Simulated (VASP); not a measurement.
## RePb2: relaxation of cell and atoms with PBE

The system is RePb2.

```xyz
3
Lattice="-1.9553 1.9553 4.7967 1.9553 -1.9553 4.7967 1.9553 1.9553 -4.7967" Properties=species:S:1:pos:R:3 pbc="T T T"
Re    0.0000    0.0000    0.0000
Pb    0.0000    0.0000    6.3796
Pb    0.0000    0.0000    3.2138
```

```yaml
Program: VASP 6.6.1
Task: relaxation of cell and atoms
Functional: PBE
Potentials_or_basis: VASP PAW PBE potentials, release 64 (Re_sv_GW, Pb_d)
Cutoff: 560 eV
k_mesh: 6 × 6 × 6
Occupations: gaussian, width 0.1 eV
Spin: no spin polarisation
Dipole_correction: no
Further_INCAR_settings: ALGO = Normal; EDIFF = 1e-07; IBRION = 2; EDIFFG = -0.04; NSW = 90; ISIF = 3
```

| Item | Value |
| --- | --- |
| Relaxed volume | 23.85 Å³/atom |
| Relaxed cell | a = 7.071 Å, b = 7.071 Å, c = 7.071 Å, α = 153.24°, β = 153.24°, γ = 38.20° |
| Space group after relaxing (to 0.1 Å) | I4/mmm (No. 139) |
| Energy gained by relaxing | 244.3 meV/atom |
| Ionic steps | 20 |
| Pressure after relaxing | 0.2 GPa |
| Largest force after relaxing | 0.036 eV/Å |
| Band gap on the k mesh | zero (an odd number of electrons rules out a gap without spin polarisation) |

Forces on the atoms (eV/Å):
```
Re   0.000  0.000  0.000
Pb   0.000  0.000  0.036
Pb   0.000  0.000 -0.036
```

Step by step:
```
step  energy change (eV)  largest force (eV/Å)  pressure (GPa)  volume (Å³)
   1              0.0000                0.8633           -7.06        73.36
   2             -0.1089                0.4070            8.43        62.49
   3             -0.1948                0.6475            0.98        66.46
   4             -0.2633                0.4098            0.96        66.44
   5             -0.3879                0.4709            3.09        66.18
   6              0.0940                3.3208           17.02        64.83
   7             -0.3648                1.0961            4.72        66.06
   8             -0.3865                1.0637            4.37        66.41
   9             -0.4375                0.9761            3.53        67.43
  10             -0.5045                0.8683            2.67        69.34
  11             -0.5657                0.7495            2.69        72.65
  12             -0.5618                0.9294            3.09        73.98
  13             -0.4258                1.3161            3.68        76.23
  14             -0.5465                1.0254            3.45        74.26
  15             -0.6029                0.5872            0.10        76.07
  16             -0.6096                0.3925           -1.38        76.98
  17             -0.6304                0.3711           -1.26        76.41
  18             -0.6841                0.2945           -0.82        74.72
  19             -0.7329                0.0110            0.29        71.34
  20             -0.7330                0.0357            0.17        71.56
```

Final structure:
```
CELL_PARAMETERS angstrom
-1.63628 1.63628 6.68213
1.63628 -1.63628 6.68213
1.63628 1.63628 -6.68213
ATOMIC_POSITIONS crystal
Re 0.00000 0.00000 0.00000
Pb 0.63742 0.63742 0.00000
Pb 0.36258 0.36258 0.00000
```

Levels at points of the mesh, in eV from the Fermi level:
```csv
k point,band 17,band 18,band 19,band 20,band 21,band 22,band 23,band 24,band 25
"(0.00, 0.00, 0.00)",-5.40,-2.30,-0.48,-0.37,-0.37,1.00,3.42,5.12,5.12
"(0.50, 0.00, 0.00)",-5.29,-3.32,-1.85,-0.88,-0.58,-0.41,0.39,2.23,3.88
"(0.50, 0.50, 0.00)",-3.55,-3.12,-2.28,-1.50,-1.41,-0.51,2.22,2.22,4.03
"(0.50, 0.50, 0.50)",-3.22,-2.30,-1.38,-0.30,-0.30,0.91,1.00,4.20,4.20
```

It took 32 min on 1 thread of Intel(R) Xeon(R) Platinum 8259CL CPU @ 2.50GHz (Skylake/Cascade Lake) (shared host), peak memory 0.41 GiB.

Caveat: a cell axis changed by over 15 % at a fixed basis, so the end point is rough; spin-orbit coupling is left out, which moves the levels of the heavy elements.
